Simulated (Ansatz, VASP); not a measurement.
GaP in VASP and in Ansatz

INCAR

```
SYSTEM = GaP
PREC = Accurate ; ENCUT = 500
EDIFF = 1E-6 ; ISMEAR = 0
SIGMA = 0.1 ; LREAL = .FALSE.
LASPH = .TRUE. ; NELM = 120
ALGO = Normal ; ISIF = 2
LWAVE = .FALSE. ; LCHARG = .TRUE.
GGA = CA ; LELF = .TRUE.
LVHAR = .TRUE. ; NBANDS = 16
GGA_COMPAT = .FALSE.
```

KPOINTS

```
Automatic mesh
0
G
  6 6 6
  0 0 0
```

File POSCAR:

```
GaP
1.0
    0.0000000000      2.7200000000      2.7200000000
    2.7200000000      0.0000000000      2.7200000000
    2.7200000000      2.7200000000      0.0000000000
Ga P
1 1
Direct
    0.0000000000      0.0000000000      0.0000000000
    0.2500000000      0.2500000000      0.2500000000
```

Input for Ansatz:

```yaml
crystal:
  lattice:
    - [0.0, 2.72, 2.72]
    - [2.72, 0.0, 2.72]
    - [2.72, 2.72, 0.0]
  atoms:
    - { symbol: Ga, position: [0.0, 0.0, 0.0] }
    - { symbol: P, position: [0.25, 0.25, 0.25] }
basis:
  ecutwfc: 420
kpoints:
  mp_grid: { grid: [6, 6, 6] }
hamiltonian:
  xc: lda
  pseudopotentials: { kind: paw, azcp: { folder: soft_1 } }
scf:
  occupations: { method: gaussian, width: 0.1 }
output:
  forces: true
  stress: true
  eigenvalues: true
```

Alike in both runs: task single point; functional LDA; k mesh 6 × 6 × 6; occupations gaussian, width 0.1 eV; no spin polarisation.

```csv
,VASP,Ansatz
version,VASP 6.6.1,Ansatz 0.2.0
potentials or method,"VASP PAW LDA potentials, release 64 (Ga_d, P), cutoff 500 eV","scalar-relativistic, plane waves, PAW"
valence electrons in the cell,18,18
```

Ansatz gave:

```
gap on the k mesh at the Fermi level (eV) : 1.48
least direct gap on the mesh (eV)         : 1.65
pressure (GPa)                            : -2.3
```

Estimate VASP's values.

gap on the k mesh at the Fermi level (eV): 1.48; least direct gap on the mesh (eV): 1.68; pressure (GPa): -2.2.

Ansatz warns that its potentials were made for another functional, while VASP's fit it. LDA's correlation is that of Perdew and Zunger in VASP and of Perdew and Wang (1992) in Ansatz.
